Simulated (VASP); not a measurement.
# ZrZnCl6 (P1) in VASP: single point with PBEsol

Aim: the single point of ZrZnCl6 with PBEsol.

Program: VASP 6.6.1. These are calculated values, not measurements. Logs are shortened: lines on timing, memory, paths and dates and some standing lists are left out, and cuts for length are marked.

## Step 1: The cell of the first run

The typed cell holds 8 atoms: a = 3.689 Å, b = 6.883 Å, c = 8.867 Å, α = 104.14°, β = 90.00°, γ = 90.03°.

## Step 2: Single point, PBEsol

INCAR reads:

```
SYSTEM = ZrZnCl6
PREC = Accurate ; ENCUT = 520
EDIFF = 1E-6 ; ISMEAR = -1
SIGMA = 0.05 ; LREAL = .FALSE.
LASPH = .TRUE. ; NELM = 80
ALGO = Normal ; ISIF = 2
LWAVE = .FALSE. ; LCHARG = .TRUE.
GGA = PS ; LELF = .TRUE.
LVHAR = .TRUE. ; NBANDS = 43
```

KPOINTS reads:

```
regular mesh
0
G
  4 4 2
  0 0 0
```

POSCAR reads:

```
ZrZnCl6
1.0
    3.6884948763     -0.0121004947      0.0018333234
    0.0191452791      6.8573452941     -0.5975295050
   -0.0090011800     -1.4114836488      8.7539013250
Zr Zn Cl
1 1 6
Direct
   -0.0621336869      0.0369716192      0.4344613572
   -0.0608245836     -0.3960352783     -0.0088885686
    0.4385870257      0.4031468147     -0.0416330485
    0.4385199263      0.9452237302      0.5976406706
    0.4386680720      0.1058376585      0.2614712602
    0.9379024014     -0.1197496386      0.9216199037
   -0.0611350354      0.6875434550      0.2821654008
   -0.0605082783      0.3696921548      0.5774593650
```

Potentials or basis: VASP PAW PBE potentials, release 64 (Zr_sv, Zn, Cl).

Started as:

```sh
cat potpaw_PBE.64/Zr_sv/POTCAR potpaw_PBE.64/Zn/POTCAR potpaw_PBE.64/Cl/POTCAR > POTCAR
mpirun -np 1 vasp_std > vasp.out
```

OUTCAR:

```text
SYSTEM = ZrZnCl6
   PREC = Accurate
   ENCUT = 520
   EDIFF = 1E-6
   ISMEAR = -1
   LREAL = .FALSE.
   LASPH = .TRUE.
   NELM = 80
   ISIF = 2
   GGA = PS

 ion  position               nearest neighbor table
   1  0.938  0.037  0.434-   8 2.33   7 2.45   5 2.51   4 2.52   5 2.52   4 2.52
   2  0.939  0.604  0.991-   6 2.14   3 2.28   3 2.28   7 2.50
   3  0.439  0.403  0.958-   2 2.28   2 2.28
   4  0.439  0.945  0.598-   1 2.52   1 2.52
   5  0.439  0.106  0.261-   1 2.51   1 2.52
   6  0.938  0.880  0.922-   2 2.14
   7  0.939  0.688  0.282-   1 2.45   2 2.50
   8  0.939  0.370  0.577-   1 2.33

  LATTYP: Found a triclinic cell.
 ALAT       =     7.8110593207
 B/A-ratio  =     1.5981099553
 C/A-ratio  =     0.4722170232
 COS(alpha) =     0.0002906611
 COS(beta)  =     0.4726840453
 COS(gamma) =     0.6389820450

  Lattice vectors:

 A1 = (  -3.6693495972,   6.8694457888,  -0.5993628284)
 A2 = (   0.0281464591,   8.2688289429,  -9.3514308300)
 A3 = (  -3.6884948763,   0.0121004947,  -0.0018333234)

Analysis of symmetry for initial positions (statically):
=====================================================================
 Subroutine PRICEL returns:
 Original cell was already a primitive cell.

 Routine SETGRP: Setting up the symmetry group for a
 triclinic supercell.

 Subroutine GETGRP returns: Found  1 space group operations
 (whereof  1 operations were pure point group operations)
 out of a pool of  2 trial point group operations.

The static configuration has the point symmetry C_1 .

Analysis of symmetry for dynamics (positions and initial velocities):
=====================================================================
 Subroutine PRICEL returns:
 Original cell was already a primitive cell.

 Routine SETGRP: Setting up the symmetry group for a
 triclinic supercell.

 Subroutine GETGRP returns: Found  1 space group operations
 (whereof  1 operations were pure point group operations)
 out of a pool of  2 trial point group operations.

The dynamic configuration has the point symmetry C_1 .

 Subroutine INISYM returns: Found  1 space group operations
 (whereof  1 operations are pure point group operations),
 and found     1 'primitive' translations

----------------------------------------------------------------------------------------

                                     Primitive cell

  volume of cell :     218.3060

  direct lattice vectors                    reciprocal lattice vectors
     3.688494876 -0.012100495  0.001833323     0.271110778 -0.000743073  0.000158956
     0.019145279  6.857345294 -0.597529505     0.000473367  0.147905832  0.023848901
    -0.009001180 -1.411483649  8.753901325    -0.000024467  0.010096008  0.115862641

  length of vectors
     3.688515180  6.883356197  8.866969918     0.271111843  0.149816986  0.116301684

  position of ions in fractional coordinates (direct lattice)
     0.937866313  0.036971619  0.434461357
     0.939175416  0.603964722  0.991111431
     0.438587026  0.403146815  0.958366951
     0.438519926  0.945223730  0.597640671
     0.438668072  0.105837659  0.261471260
     0.937902401  0.880250361  0.921619904
     0.938864965  0.687543455  0.282165401
     0.939491722  0.369692155  0.577459365

  ion indices of the primitive-cell ions
   primitive index   ion index
                 1           1
                 2           2
                 3           3
                 4           4
                 5           5
                 6           6
                 7           7
                 8           8

----------------------------------------------------------------------------------------

 KPOINTS: regular mesh

Automatic generation of k-mesh.
 Grid dimensions read from file:
 generate k-points for:    4    4    2

 Generating k-lattice:

  Cartesian coordinates                     Fractional coordinates (reciprocal lattice)
     0.067777695 -0.000185768  0.000039739     0.250000000 -0.000000000 -0.000000000
     0.000118342  0.036976458  0.005962225     0.000000000  0.250000000 -0.000000000
    -0.000012234  0.005048004  0.057931321    -0.000000000  0.000000000  0.500000000

  Length of vectors
     0.067777961  0.037454246  0.058150842

  Shift w.r.t. Gamma in fractional coordinates (k-lattice)
     0.000000000  0.000000000  0.000000000

 Subroutine IBZKPT returns following result:
 ===========================================

 Found     20 irreducible k-points:

 Following reciprocal coordinates:
            Coordinates               Weight
  0.000000  0.000000  0.000000      1.000000
  0.250000 -0.000000  0.000000      2.000000
  0.500000 -0.000000  0.000000      1.000000
  0.000000  0.250000  0.000000      2.000000
  0.250000  0.250000  0.000000      2.000000
  0.500000  0.250000  0.000000      2.000000
[... 12 lines left out ...]
  0.250000  0.500000  0.500000      2.000000
  0.500000  0.500000  0.500000      1.000000
   k-points           NKPTS =     20   k-points in BZ     NKDIM =     20   number of bands    NBANDS=     43
   number of dos      NEDOS =    301   number of ions     NIONS =      8
   total plane-waves  NPLWV = 105840
   dimension x,y,z NGX =    28 NGY =   54 NGZ =   70
   dimension x,y,z NGXF=    56 NGYF=  108 NGZF=  140
   ions per type =               1   1   6
   NGX,Y,Z   is equivalent  to a cutoff of  12.62, 13.04, 13.12 a.u.
   NGXF,Y,Z  is equivalent  to a cutoff of  25.24, 26.08, 26.25 a.u.
 SYSTEM =  ZrZnCl6
   PREC   = accura    normal or accurate (medium, high low for compatibility)
   ISTART =      0    job   : 0-new  1-cont  2-samecut
   ICHARG =      2    charge: 1-file 2-atom 10-const
   ISPIN  =      1    spin polarized calculation?
   LNONCOLLINEAR =      F non collinear calculations
   LSORBIT =      F    spin-orbit coupling
   LASPH  =      T    aspherical Exc in radial PAW
   ENCUT  =  520.0 eV  38.22 Ry    6.18 a.u.   6.86 12.80 16.49*2*pi/ulx,y,z
   NELM   =     80;   NELMIN=  2; NELMDL= -5     # of ELM steps
   EDIFF  = 0.1E-05   stopping-criterion for ELM
   LREAL  =      F    real-space projection
   EDIFFG = 0.1E-04   stopping-criterion for IOM
   NSW    =      0    number of steps for IOM
   IBRION =     -1    ionic relax: 0-MD 1-quasi-New 2-CG
   NFREE  =      0    steps in history (QN), initial steepest desc. (CG)
   ISIF   =      2    stress and relaxation
   ISYM   =      2    0-nonsym 1-usesym 2-fastsym
   POTIM  = 0.5000    time-step for ionic-motion
   TEBEG  =    0.0;   TEEND  =   0.0 temperature during run
   PSTRESS=    0.0 pullay stress
   NELECT =      66.0000    total number of electrons
   NUPDOWN=      -1.0000    fix difference up-down
   EMIN   =  10.00;   EMAX   =-10.00  energy-range for DOS
   EFERMI =   0.00;   METHOD = LEGACY
   ISMEAR =    -1;   SIGMA  =   0.05  broadening in eV -4-tet -1-fermi 0-gaus
   EFERMI_NEDOS =   21; number of points for ismear=-14 and -15
   IALGO  =     38    algorithm
   IMIX   =      4    mixing-type and parameters
     AMIX     =   0.40;   BMIX     =  1.00
     AMIX_MAG =   1.60;   BMIX_MAG =  1.00
  volume/ion in A,a.u.               =      27.29       184.15
  Fermi-wavevector in a.u.,A,eV,Ry     =   1.098755  2.076346 16.425806  1.207263
  Thomas-Fermi vector in A             =   2.235138
   LORBIT       =      0    0 simple, 1 ext, 2 COOP (PROOUT), +10 PAW based schemes
   GGA     = PS    functional components
   LHFCALC =     F    Hartree Fock is set to
   AEXX    =    0.0000 exact exchange contribution
   IVDW    =     0    specifies the selected vdW correction
   LEPSILON=     F    determine dielectric tensor
   LRPA    =     F    only Hartree local field effects (RPA)
 non-spin polarized calculation
  energy-cutoff  :      520.00
  volume of cell :      218.31
 maximum number of plane-waves:      5918
   NGX = 13   NGY = 25   NGZ = 33

 number of electron      66.0000004 magnetization

 Free energy of the ion-electron system (eV)
  ---------------------------------------------------
  ext. energy  EPLUGINS =         0.00000000
  ---------------------------------------------------
  free energy    TOTEN  =       -34.19927066 eV

  energy without entropy =      -34.19752889  energy(sigma->0) =      -34.19839978

 E-fermi :   1.1599     XC(G=0):  -8.2904

 val. band max:        0.9242675080   @ k =   0.0000   0.0000   0.0000
 cond. band min:       1.4131605021   @ k =  -0.0000  -0.0000   0.5000
 fundamental gap:      0.4888929942
 Fermi energy:         1.1599242208

 k-point     1 :       0.0000    0.0000    0.0000
  band No.  band energies     occupation
      1     -49.0949      2.00000
      2     -27.2478      2.00000
      3     -27.1066      2.00000
      4     -27.1003      2.00000
      5     -14.9304      2.00000
      6     -14.3466      2.00000
[... 35 lines left out ...]
     42       7.5648      0.00000
     43       8.1113      0.00000

 k-point     2 :       0.2500   -0.0000    0.0000
  band No.  band energies     occupation
      1     -49.0902      2.00000
      2     -27.2233      2.00000
      3     -27.2068      2.00000
      4     -27.0932      2.00000
      5     -14.6491      2.00000
      6     -14.4752      2.00000
[... 35 lines left out ...]
     42       8.2624      0.00000
     43       8.8813      0.00000

 k-point     3 :       0.5000   -0.0000    0.0000
  band No.  band energies     occupation
      1     -49.0855      2.00000
      2     -27.3044      2.00000
      3     -27.1985      2.00000
      4     -27.0862      2.00000
      5     -14.6038      2.00000
      6     -14.3379      2.00000
[... 35 lines left out ...]
     42       8.5757      0.00000
     43       8.8514      0.00000

 k-point     4 :       0.0000    0.2500    0.0000
  band No.  band energies     occupation
      1     -49.0949      2.00000
      2     -27.2478      2.00000
      3     -27.1066      2.00000
      4     -27.1003      2.00000
      5     -14.9242      2.00000
      6     -14.3469      2.00000
[... 679 lines left out ...]
     42       7.9516      0.00000
     43       8.1463      0.00000

 k-point    19 :       0.2500    0.5000    0.5000
  band No.  band energies     occupation
      1     -49.0902      2.00000
      2     -27.2233      2.00000
      3     -27.2068      2.00000
      4     -27.0933      2.00000
      5     -14.6367      2.00000
      6     -14.4794      2.00000
[... 35 lines left out ...]
     42       8.4205      0.00000
     43       8.5354      0.00000

 k-point    20 :       0.5000    0.5000    0.5000
  band No.  band energies     occupation
      1     -49.0855      2.00000
      2     -27.3044      2.00000
      3     -27.1985      2.00000
      4     -27.0863      2.00000
      5     -14.6052      2.00000
      6     -14.3356      2.00000
[... 35 lines left out ...]
     42       7.7987      0.00000
     43       8.6693      0.00000

------------------------ aborting loop because EDIFF is reached ----------------------------------------

  FORCE on cell =-STRESS in cart. coord.  units (eV):
  Direction    XX          YY          ZZ          XY          YZ          ZX
  --------------------------------------------------------------------------------------
  -------------------------------------------------------------------------------------
  Total       -0.0202160      0.0518573     -0.0497038     -0.0034737     -0.0096830     -0.0005349
  in kB       -0.1483678      0.3805876     -0.3647831     -0.0254940     -0.0710649     -0.0039253
  external PRESSURE =      -0.0441878 kB  Pullay stress =       0.0000000 kB

 VOLUME and BASIS-vectors are now :
 -----------------------------------------------------------------------------
  energy-cutoff  :      520.00
  volume of cell :      218.31
      direct lattice vectors                 reciprocal lattice vectors
     3.688494876 -0.012100495  0.001833323     0.271110778 -0.000743073  0.000158956
     0.019145279  6.857345294 -0.597529505     0.000473367  0.147905832  0.023848901
    -0.009001180 -1.411483649  8.753901325    -0.000024467  0.010096008  0.115862641

 POSITION                                       TOTAL-FORCE (eV/Angst)
 -----------------------------------------------------------------------------------
      3.45611     -0.37106      3.78286         0.005954      0.012371      0.000555
      3.46679      2.73129      8.31693        -0.003838      0.004145      0.005749
      1.61682      1.40649      8.14936         0.003828     -0.028898     -0.003090
      1.63020      5.63286      4.66769        -0.002816     -0.003604      0.003441
      1.61770      0.35139      2.22646        -0.002518     -0.001791     -0.002640
      3.46801      4.72398      7.54351         0.000515      0.024608     -0.008640
      3.47362      4.30509      2.06094        -0.000474     -0.008473      0.005586
      3.46719      1.70866      4.83584        -0.000652      0.001641     -0.000961
 -----------------------------------------------------------------------------------
    total drift:                                0.000189     -0.000452     -0.000334

  FREE ENERGIE OF THE ION-ELECTRON SYSTEM (eV)
  ---------------------------------------------------
  free  energy   TOTEN  =       -34.1992706638 eV

  energy  without entropy=      -34.1975288950  energy(sigma->0) =      -34.19839978
```

It took 2 min on 1 thread of AMD EPYC 9R45 (Zen 5), shared host; peak memory 0.38 GiB.

Results:

```yaml
Free_energy: -34.1993 eV
Pressure: 0.0 GPa
Largest_force: 0.029 eV/Å
Band_gap_on_the_k_mesh: 0.49 eV (least direct gap 0.49 eV)
```

Forces in eV/Å, atoms in the order of the input:
```
Zr   0.006  0.012  0.001
Zn  -0.004  0.004  0.006
Cl   0.004 -0.029 -0.003
Cl  -0.003 -0.004  0.003
Cl  -0.003 -0.002 -0.003
Cl   0.001  0.025 -0.009
Cl   0.000 -0.008  0.006
Cl  -0.001  0.002 -0.001
```

Levels at points of the mesh, in eV from the valence-band top:
| k point | band 29 | band 30 | band 31 | band 32 | band 33 | band 34 | band 35 | band 36 | band 37 | band 38 |
| --- | --- | --- | --- | --- | --- | --- | --- | --- | --- | --- |
| (0.00, 0.00, 0.00) | -1.60 | -1.59 | -1.10 | -0.70 | 0.00 | 0.49 | 2.10 | 2.13 | 3.67 | 3.79 |
| (0.50, 0.00, 0.00) | -2.31 | -1.80 | -1.59 | -1.18 | -0.74 | 1.56 | 1.94 | 2.09 | 4.35 | 4.46 |
| (0.00, 0.50, 0.00) | -1.77 | -1.62 | -1.43 | -0.79 | -0.04 | 0.50 | 2.10 | 2.32 | 3.79 | 4.05 |
| (0.50, 0.50, 0.00) | -2.11 | -1.76 | -1.61 | -1.00 | -0.73 | 1.52 | 1.76 | 2.10 | 4.34 | 4.62 |
| (0.00, 0.00, 0.50) | -1.70 | -1.65 | -1.20 | -0.79 | -0.01 | 0.49 | 2.10 | 2.18 | 3.81 | 3.83 |
| (0.50, 0.00, 0.50) | -2.20 | -1.71 | -1.58 | -1.21 | -0.77 | 1.49 | 1.92 | 2.09 | 4.37 | 4.56 |
| (0.00, 0.50, 0.50) | -1.64 | -1.55 | -1.45 | -0.90 | -0.05 | 0.49 | 2.10 | 2.27 | 3.81 | 4.05 |
| (0.50, 0.50, 0.50) | -2.21 | -1.71 | -1.65 | -1.00 | -0.73 | 1.57 | 1.81 | 2.10 | 4.37 | 4.64 |

Caveat: the k points lie up to 0.43 Å⁻¹ apart; semilocal functionals underestimate gaps, and a narrow one can read as zero; the PAW data sets were made with another functional, which shifts forces and pressure a little. A k mesh can miss the band edges.
